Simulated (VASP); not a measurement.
Si2Mo, 3 atoms in the cell. Symmetry: I4/mmm, No. 139, tetragonal system. Conventional cell: a = 3.200 Å, b = 3.200 Å, c = 7.861 Å, α = 90.00°, β = 90.00°, γ = 90.00°. Mo (site symmetry 4/mmm) has 10 Si at 2.62 Å and 4 Mo at 3.20 Å within 3.5 Å. Within 3.4 Å of Si (site symmetry 4mm) lie 9 Si at 2.61 to 3.20 Å and 5 Mo at 2.62 Å. 

```yaml
Program: VASP 6.6.1
Task: single point
Functional: PBE
Potentials_or_basis: VASP PAW PBE potentials, release 64 (Mo_sv, Si)
Cutoff: 520 eV
k_mesh: 12 × 12 × 12
Occupations: fermi-dirac, width 0.05 eV
Spin: no spin polarisation
Dipole_correction: no
Further_INCAR_settings: ALGO = Normal; EDIFF = 1e-06; NBANDS = 18
```

Potentials or basis: VASP PAW PBE potentials, release 64 (Mo_sv, Si).

The run is started by

```sh
$ cat potpaw_PBE.64/Mo_sv/POTCAR potpaw_PBE.64/Si/POTCAR > POTCAR
$ mpirun -np 1 vasp_std > vasp.out
```

Hardware: 1 thread of AMD EPYC 9R45 96-Core Processor (Zen 5), with other jobs on the host.

**Question.** Estimate the wall time of this run.

**Answer.** Wall time 100 s on 1 thread of AMD EPYC 9R45 96-Core Processor (Zen 5), with other jobs on the host, peak memory 0.24 GiB. Counts: scf iterations 13, k points 163.
